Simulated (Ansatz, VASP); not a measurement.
## BP: VASP beside Ansatz

File POSCAR:

```
BP
1.0
    0.0000000000      2.2683156840      2.2683156840
    2.2683156840      0.0000000000      2.2683156840
    2.2683156840      2.2683156840      0.0000000000
B P
1 1
Direct
    0.0000000000      0.0000000000      0.0000000000
    0.2500000000      0.2500000000      0.2500000000
```

INCAR.step1

```
SYSTEM = BP
  PREC = Accurate
  ENCUT = 520
  ISMEAR = 0
  SIGMA = 0.01
  LREAL = .False.
  LASPH = .True.
  NELM = 100
  NBANDS = 11
  GGA = PE
  ALGO = Normal
  EDIFF = 1E-4
  LWAVE = .True.
  LCHARG = .False.
```

INCAR.step2

```
SYSTEM = BP
  PREC = Accurate
  ENCUT = 520
  EDIFF = 1E-6
  ISMEAR = 0
  SIGMA = 0.01
  LREAL = .False.
  LASPH = .True.
  NELM = 100
  ALGO = Normal
  ISIF = 2
  LWAVE = .False.
  LCHARG = .True.
  METAGGA = R2SCAN
  LMIXTAU = .True.
  LELF = .True.
  LVHAR = .True.
  NBANDS = 11
  ISTART = 1
```

The input KPOINTS:

```
Automatic mesh
0
Gamma
  10 10 10
  0 0 0
```

Input for Ansatz:

```yaml
crystal:
  lattice:
    - [0.0, 2.268315684, 2.268315684]
    - [2.268315684, 0.0, 2.268315684]
    - [2.268315684, 2.268315684, 0.0]
  atoms:
    - { symbol: B, position: [0.0, 0.0, 0.0] }
    - { symbol: P, position: [0.25, 0.25, 0.25] }
kpoints:
  mp_grid: { grid: [10, 10, 10] }
  band_path:
    path:
      - [0.0, 0.0, 0.0]
      - [-0.5, -0.5, 0.0]
      - [-0.375, -0.375, 0.25]
      - [-0.375, 0.0, 0.375]
      - [0.0, 0.0, 0.5]
      - [-0.5, -0.25, 0.25]
      - [0.0, 0.414062, 0.414062]
    npoints: 1
hamiltonian:
  xc: r2scan
scf:
  occupations: { method: fixed }
  n_extra_bands: 4
output:
  forces: true
  stress: true
  eigenvalues: true
```

Alike in both runs: task single point; functional r2SCAN; k mesh 10 × 10 × 10; no spin polarisation.

|  | VASP | Ansatz |
| --- | --- | --- |
| version | VASP 6.6.1 | Ansatz 0.2.0 |
| potentials or method | VASP PAW PBE potentials, release 64 (B, P) | plane waves, PAW |
| plane-wave cutoff (eV) | 520 | 500 |
| occupations | gaussian, width 0.01 eV | fixed |
| valence electrons in the cell | 8 | 8 |

VASP gave:

* gap on the k mesh at the Fermi level (eV): 1.45
* pressure (GPa): -0.5

What did Ansatz give for the same quantities?

gap on the k mesh at the Fermi level (eV): 1.42; pressure (GPa): 0.0.

VASP's potentials were made for PBE, not for r2SCAN.
